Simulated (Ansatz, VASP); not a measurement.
# TiO2 in VASP and in Ansatz

```
Ti O
1.0
     2.70603   -2.70666    0.00000
     2.70603    2.70666    0.00000
    -2.63353    0.00000    4.79664
Ti O
2 4
Direct
  0.86589 0.13411 0.75000
  0.13411 0.86589 0.25000
  0.08876 0.33122 0.16715
  0.91124 0.66878 0.83285
  0.66878 0.91124 0.33285
  0.33122 0.08876 0.66715
```

Alike in both runs: functional PBE; k mesh 8 × 8 × 6; occupations fermi-dirac, width 0.05 eV; no spin polarisation; Hubbard terms Ti d U = 3.0 eV.

```csv
,VASP,Ansatz
version,VASP 6.6.1,Ansatz 0.2.0
potentials or method,"VASP PAW PBE potentials, release 64 (Ti_sv, O)",Ansatz PAW
plane-wave cutoff (eV),520,420
valence electrons in the cell,48,48
task,single point,band structure
```

|  | VASP | Ansatz | Ansatz less VASP |
| --- | --- | --- | --- |
| gap on the k mesh at the Fermi level (eV) | 2.46 | 2.43 | -0.026 |
| least direct gap on the mesh (eV) | 2.82 | 2.78 | -0.035 |
| pressure (GPa) | 4.0 | 0.6 | -3.43 |
| traceless stress, the component that is largest in VASP (GPa) | -0.37 | 0.10 | +0.473 |
| rms of the force components (eV/Å) | 0.078 | 0.084 | +0.0057 |

The programs project onto different local orbitals, so the same U acts differently, and such runs can settle in different states. Atom by atom the forces differ by 0.073 eV/Å (rms over components).
